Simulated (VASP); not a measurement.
# NaCl (Fm-3m) in VASP: further runs

Runs on NaCl. Level: LDA. Tasks: single point, relaxation of cell and atoms.

Program: VASP 6.6.1. These are calculated values, not measurements. Logs are shortened: lines on timing, memory, paths and dates and some standing lists are left out, and cuts for length are marked.

**1. The cell of the first run**

It takes space group Fm-3m (No. 225, cubic). The conventional cell has a = 5.464 Å, b = 5.464 Å, c = 5.464 Å, α = 90.00°, β = 90.00°, γ = 90.00°. Na (site symmetry m-3m) has 6 Cl at 2.73 Å within 3.6 Å. Within 3.6 Å of Cl (site symmetry m-3m) lie 6 Na at 2.73 Å.

**2. Single point, LDA**

The input, INCAR:

```
SYSTEM = NaCl
  PREC = Accurate
  ENCUT = 520
  EDIFF = 1E-7
  ISMEAR = -1
  SIGMA = 0.05
  LREAL = .FALSE.
  LASPH = .TRUE.
  NELM = 80
  ALGO = Normal
  ISIF = 2
  LWAVE = .FALSE.
  LCHARG = .TRUE.
  GGA = CA
  LELF = .TRUE.
  LVHAR = .TRUE.
  NBANDS = 14
```

The input, KPOINTS:

```
regular mesh
0
G
  10 10 10
  0 0 0
```

The input, POSCAR:

```
NaCl
1.0
    0.0000000000      2.7321936067      2.7321936067
    2.7321936067      0.0000000000      2.7321936067
    2.7321936067      2.7321936067      0.0000000000
Na Cl
1 1
Direct
    0.0000000000      0.0000000000      0.0000000000
    0.5000000000      0.5000000000      0.5000000000
```

Potentials or basis: VASP PAW LDA potentials, release 64 (Na_pv, Cl).

The run is started by

```bash
> cat potpaw_LDA.64/Na_pv/POTCAR potpaw_LDA.64/Cl/POTCAR > POTCAR
> mpirun -np 1 vasp_std > vasp.out
```

OUTCAR:

```text
SYSTEM = NaCl
   PREC = Accurate
   ENCUT = 520
   EDIFF = 1E-7
   ISMEAR = -1
   LREAL = .FALSE.
   LASPH = .TRUE.
   NELM = 80
   ISIF = 2
   GGA = CA

 ion  position               nearest neighbor table
   1  0.000  0.000  0.000-
   2  0.500  0.500  0.500-

  LATTYP: Found a face centered cubic cell.
 ALAT       =     5.4643872134

  Lattice vectors:

 A1 = (   0.0000000000,   2.7321936067,   2.7321936067)
 A2 = (   2.7321936067,   0.0000000000,   2.7321936067)
 A3 = (   2.7321936067,   2.7321936067,   0.0000000000)

Analysis of symmetry for initial positions (statically):
=====================================================================
 Subroutine PRICEL returns:
 Original cell was already a primitive cell.

 Routine SETGRP: Setting up the symmetry group for a
 face centered cubic supercell.

 Subroutine GETGRP returns: Found 48 space group operations
 (whereof 48 operations were pure point group operations)
 out of a pool of 48 trial point group operations.

The static configuration has the point symmetry O_h .

Analysis of symmetry for dynamics (positions and initial velocities):
=====================================================================
 Subroutine PRICEL returns:
 Original cell was already a primitive cell.

 Routine SETGRP: Setting up the symmetry group for a
 face centered cubic supercell.

 Subroutine GETGRP returns: Found 48 space group operations
 (whereof 48 operations were pure point group operations)
 out of a pool of 48 trial point group operations.

The dynamic configuration has the point symmetry O_h .

 Subroutine INISYM returns: Found 48 space group operations
 (whereof 48 operations are pure point group operations),
 and found     1 'primitive' translations

----------------------------------------------------------------------------------------

                                     Primitive cell

  volume of cell :      40.7910

  direct lattice vectors                    reciprocal lattice vectors
     0.000000000  2.732193607  2.732193607    -0.183003137  0.183003137  0.183003137
     2.732193607  0.000000000  2.732193607     0.183003137 -0.183003137  0.183003137
     2.732193607  2.732193607  0.000000000     0.183003137  0.183003137 -0.183003137

  length of vectors
     3.863905254  3.863905254  3.863905254     0.316970731  0.316970731  0.316970731

  position of ions in fractional coordinates (direct lattice)
     0.000000000  0.000000000  0.000000000
     0.500000000  0.500000000  0.500000000

  ion indices of the primitive-cell ions
   primitive index   ion index
                 1           1
[... 79 lines left out ...]
   ISIF   =      2    stress and relaxation
   ISYM   =      2    0-nonsym 1-usesym 2-fastsym
   POTIM  = 0.5000    time-step for ionic-motion
   TEBEG  =    0.0;   TEEND  =   0.0 temperature during run
   PSTRESS=    0.0 pullay stress
   NELECT =      14.0000    total number of electrons
   NUPDOWN=      -1.0000    fix difference up-down
   EMIN   =  10.00;   EMAX   =-10.00  energy-range for DOS
   EFERMI =   0.00;   METHOD = LEGACY
   ISMEAR =    -1;   SIGMA  =   0.05  broadening in eV -4-tet -1-fermi 0-gaus
   EFERMI_NEDOS =   21; number of points for ismear=-14 and -15
   IALGO  =     38    algorithm
   IMIX   =      4    mixing-type and parameters
     AMIX     =   0.40;   BMIX     =  1.00
     AMIX_MAG =   1.60;   BMIX_MAG =  1.00
  volume/ion in A,a.u.               =      20.40       137.64
  Fermi-wavevector in a.u.,A,eV,Ry     =   1.146206  2.166015 17.875176  1.313788
  Thomas-Fermi vector in A             =   2.282891
   LORBIT       =      0    0 simple, 1 ext, 2 COOP (PROOUT), +10 PAW based schemes
   GGA     = CA    functional components
   LHFCALC =     F    Hartree Fock is set to
   AEXX    =    0.0000 exact exchange contribution
   IVDW    =     0    specifies the selected vdW correction
   LEPSILON=     F    determine dielectric tensor
   LRPA    =     F    only Hartree local field effects (RPA)
 non-spin polarized calculation
  energy-cutoff  :      520.00
  volume of cell :       40.79
 maximum number of plane-waves:      1113
 NGX is ok and might be reduce to    30
   NGX = 15   NGY = 15   NGZ = 15

 number of electron      13.9999993 magnetization

 Free energy of the ion-electron system (eV)
  ---------------------------------------------------
  ext. energy  EPLUGINS =         0.00000000
  ---------------------------------------------------
  free energy    TOTEN  =        -7.38918159 eV

  energy without entropy =       -7.38918159  energy(sigma->0) =       -7.38918159

 E-fermi :   0.7389     XC(G=0):  -9.1378

 val. band max:       -0.3578021121   @ k =   0.0000   0.0000   0.0000
 cond. band min:       4.7228570988   @ k =   0.0000   0.0000   0.0000
 fundamental gap:      5.0806592109
 Fermi energy:         0.7389135808

 k-point     1 :       0.0000    0.0000    0.0000
  band No.  band energies     occupation
      1     -20.9854      2.00000
      2     -20.9854      2.00000
      3     -20.9854      2.00000
      4     -13.1816      2.00000
      5      -0.3578      2.00000
      6      -0.3578      2.00000
      7      -0.3578      2.00000
      8       4.7229      0.00000
      9      10.5717      0.00000
     10      10.5717      0.00000
     11      10.5717      0.00000
     12      12.9292      0.00000
     13      12.9292      0.00000
     14      14.4572      0.00000
[... 377 lines left out ...]
      1     -21.0150      2.00000
      2     -20.9963      2.00000
      3     -20.9952      2.00000
      4     -12.7437      2.00000
      5      -2.1352      2.00000
      6      -1.0322      2.00000
      7      -0.9346      2.00000
      8       7.4662      0.00000
      9       7.9021      0.00000
     10      10.1723      0.00000
     11      12.8394      0.00000
     12      13.5094      0.00000
     13      15.0551      0.00000
     14      18.1907      0.00000

 [... further k-points ...]
[... 5 lines left out ...]
  --------------------------------------------------------------------------------------
  -------------------------------------------------------------------------------------
  Total       -0.0008172     -0.0008172     -0.0008172     -0.0000000      0.0000000      0.0000000
  in kB       -0.0320981     -0.0320981     -0.0320981     -0.0000000      0.0000000      0.0000000
  external PRESSURE =      -0.0320981 kB  Pullay stress =       0.0000000 kB

 VOLUME and BASIS-vectors are now :
 -----------------------------------------------------------------------------
  energy-cutoff  :      520.00
  volume of cell :       40.79
      direct lattice vectors                 reciprocal lattice vectors
     0.000000000  2.732193607  2.732193607    -0.183003137  0.183003137  0.183003137
     2.732193607  0.000000000  2.732193607     0.183003137 -0.183003137  0.183003137
     2.732193607  2.732193607  0.000000000     0.183003137  0.183003137 -0.183003137

 POSITION                                       TOTAL-FORCE (eV/Angst)
 -----------------------------------------------------------------------------------
      0.00000      0.00000      0.00000        -0.000000     -0.000000     -0.000000
      2.73219      2.73219      2.73219         0.000000      0.000000      0.000000
 -----------------------------------------------------------------------------------
    total drift:                               -0.000000      0.000000      0.000000

  FREE ENERGIE OF THE ION-ELECTRON SYSTEM (eV)
  ---------------------------------------------------
  free  energy   TOTEN  =        -7.3891815855 eV

  energy  without entropy=       -7.3891815855  energy(sigma->0) =       -7.38918159
```

stdout:

```text
POSCAR found type information on POSCAR NaCl
 POSCAR found :  2 types and       2 ions
 scaLAPACK will be used
 LDA part: xc-table for (Slater(with rela. corr.)+CA(PZ))
 , standard interpolation
 POSCAR, INCAR and KPOINTS ok, starting setup
 FFT: planning ... GRIDC
 FFT: planning ... GRID_SOFT
 FFT: planning ... GRID
 WAVECAR not read
 entering main loop
```

Wall time 36 s (1 thread of Intel Xeon 8259CL, shared host); peak memory 0.15 GiB.

Results:

```
Free energy            : -7.3892 eV
Pressure               : 0.0 GPa
Band gap on the k mesh : 5.08 eV
```

Levels at points of the mesh, in eV from the valence-band top:
| k point | band 5 | band 6 | band 7 | band 8 | band 9 | band 10 |
| --- | --- | --- | --- | --- | --- | --- |
| (0.00, 0.00, 0.00) | 0.00 | 0.00 | 0.00 | 5.08 | 10.93 | 10.93 |
| (0.50, 0.00, 0.00) | -2.33 | -0.33 | -0.33 | 7.05 | 10.90 | 10.90 |
| (0.50, 0.50, 0.00) | -2.01 | -0.72 | -0.72 | 7.44 | 7.63 | 11.62 |

(Part 1 of 2 ends here.)
